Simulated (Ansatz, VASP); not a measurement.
**InSb: VASP beside Ansatz**

```
Sb In
1.0
     3.72899    0.00000    0.00000
     0.00000    3.72899    0.00000
     0.00000    0.00000    3.72899
Sb In
1 1
Direct
  0.50000 0.50000 0.50000
  0.00000 0.00000 0.00000
```

Alike in both runs: functional PBEsol; k mesh 12 × 12 × 12; occupations gaussian, width 0.1 eV; no spin polarisation.

Ansatz relaxed the structure, and its values are those at the end. VASP's run is a single point on that final structure, the one shown.

|  | VASP | Ansatz |
| --- | --- | --- |
| version | VASP 6.6.1 | Ansatz 0.2.0 |
| potentials or method | VASP PAW PBE potentials, release 64 (Sb, In_d), cutoff 500 eV | scalar-relativistic, plane waves, PAW |
| valence electrons in the cell | 18 | 28 |

|  | VASP | Ansatz | Ansatz less VASP |
| --- | --- | --- | --- |
| gap on the k mesh at the Fermi level (eV) | none | none | - |
| pressure (GPa) | 0.0 | 0.0 | +0.02 |

VASP's potentials were made for PBE, not for PBEsol. A gap of «none» marks a metal or a gap that the smearing closes. With one functional, cell and mesh, what is left measures potentials, basis and numerics. VASP's potentials hold 18 valence electrons a cell and Ansatz's 28, so a difference there can come from the potentials and not from the codes.

Neither program's run includes spin-orbit coupling.
